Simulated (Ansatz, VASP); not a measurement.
# PtS2: VASP beside Ansatz

```xyz
3
Lattice="3.1760 0.0000 0.0000 -1.5880 2.7505 0.0000 0.0000 0.0000 6.9206" Properties=species:S:1:pos:R:3 pbc="T T T"
Pt    0.0000    0.0000    0.0000
S     0.0000    1.8337    1.4838
S     1.5880    0.9168    5.4367
```

Alike in both runs: functional PBE; k mesh 12 × 12 × 6; occupations gaussian, width 0.05 eV; no spin polarisation.

Ansatz relaxed the structure, and its values are those at the end. VASP's run is a single point on that final structure, the one shown.

|  | VASP | Ansatz |
| --- | --- | --- |
| version | VASP 6.6.1 | Ansatz 0.2.0 |
| potentials or method | VASP PAW PBE potentials, release 64 (Pt, S), cutoff 520 eV | scalar-relativistic, plane waves, PAW |
| valence electrons in the cell | 22 | 30 |

```tsv
	VASP	Ansatz	Ansatz less VASP
gap on the k mesh at the Fermi level (eV)	0.58	0.58	+0.002
least direct gap on the mesh (eV)	1.17	1.16	-0.003
pressure (GPa)	14.2	14.7	+0.46
rms of the force components (eV/Å)	0.024	0.000	-0.0240
```

VASP's potentials hold 22 valence electrons a cell and Ansatz's 30, so a difference there can come from the potentials and not from the codes. Ansatz's warnings: stress scf threshold loose.

Spin-orbit coupling is off throughout.
